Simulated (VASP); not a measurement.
# MoS2: relaxation of cell and atoms with PBE+D3(BJ)

The system is MoS2.

```
CELL_PARAMETERS angstrom
2.87005 0.00000 0.00000
-1.43502 2.48553 0.00000
0.00000 0.00000 5.74231
ATOMIC_POSITIONS crystal
Mo 0.00000 0.00000 0.00000
S 0.33333 0.66667 0.26849
S 0.33333 0.66667 0.73151
```

| Item | Value |
| --- | --- |
| Program | VASP 6.6.1 |
| Task | relaxation of cell and atoms |
| Functional | PBE |
| Dispersion | D3(BJ) |
| Potentials or basis | VASP PAW PBE potentials, release 64 (Mo_sv, S) |
| Cutoff | 600 eV |
| k mesh | 12 × 12 × 6 |
| Occupations | gaussian, width 0.01 eV |
| Spin | no spin polarisation |
| Target pressure | 60 GPa |
| Dipole correction | no |
| Further INCAR settings | ALGO = Normal; EDIFF = 1e-07; IBRION = 2; EDIFFG = -0.008; NSW = 70; ISIF = 3 |

```json
{"Relaxed volume": "13.16 Å³/atom", "Relaxed cell": "a = 2.827 Å, b = 2.827 Å, c = 5.704 Å, α = 90.00°, β = 90.00°, γ = 120.00°", "Space group after relaxing (to 0.1 Å)": "P-6m2 (No. 187)", "Energy change on relaxing (the run minimises the enthalpy)": "+146.9 meV/atom", "Ionic steps": "10", "Pressure after relaxing": "60.0 GPa", "Band gap on the k mesh": "zero (bands 13 and 14 overlap by 0.11 eV)", "Dispersion energy per atom": "-0.582 eV"}
```

Forces in eV/Å, atoms in the order of the input:
```
Mo   0.000  0.000  0.000
S    0.000  0.000 -0.002
S    0.000  0.000  0.002
```

Step by step:
```
step  energy change (eV)  largest force (eV/Å)  pressure (GPa)  volume (Å³)
   1              0.0000                1.4807           55.80        40.96
   2              0.6860                0.1612           64.04        38.87
   3              0.4928                0.2394           61.82        39.36
   4              0.5046                0.2192           61.93        39.33
   5              0.2473                0.5873           53.18        40.05
   6              0.4283                0.0071           59.46        39.52
   7              0.4571                0.0172           60.35        39.45
   8              0.4472                0.0119           60.05        39.47
   9              0.4468                0.0117           60.04        39.47
  10              0.4406                0.0023           59.96        39.49
```

Final structure:
```yaml
crystal:
  lattice:
    - [2.82734, 0.00000, 0.00000]
    - [-1.41367, 2.44855, 0.00000]
    - [0.00000, 0.00000, 5.70407]
  atoms:
    - { symbol: Mo, position: [0.00000, 0.00000, 0.00000] }
    - { symbol: S, position: [0.33333, 0.66667, 0.27908] }
    - { symbol: S, position: [0.33333, 0.66667, 0.72092] }
```

Levels at points of the mesh, in eV from the Fermi level:
```
           k point  band 10  band 11  band 12  band 13  band 14  band 15  band 16  band 17
(0.00, 0.00, 0.00)    -3.20    -1.54    -1.54    -0.99     2.77     2.77     3.36     3.36
(0.50, 0.00, 0.00)    -3.96    -2.81    -1.79    -1.40     1.57     3.12     4.43     5.00
(0.00, 0.00, 0.50)    -3.14    -1.68    -1.68     0.04     2.74     2.74     3.62     3.62
(0.50, 0.00, 0.50)    -5.36    -4.18    -0.70    -0.10     2.31     3.19     3.46     3.63
```

It took 14 min on 1 thread of Intel Xeon 8259CL, with other jobs on the host, peak memory 0.23 GiB.

Caveat: the cell is relaxed towards a set pressure, so the run minimises the enthalpy, not the energy.
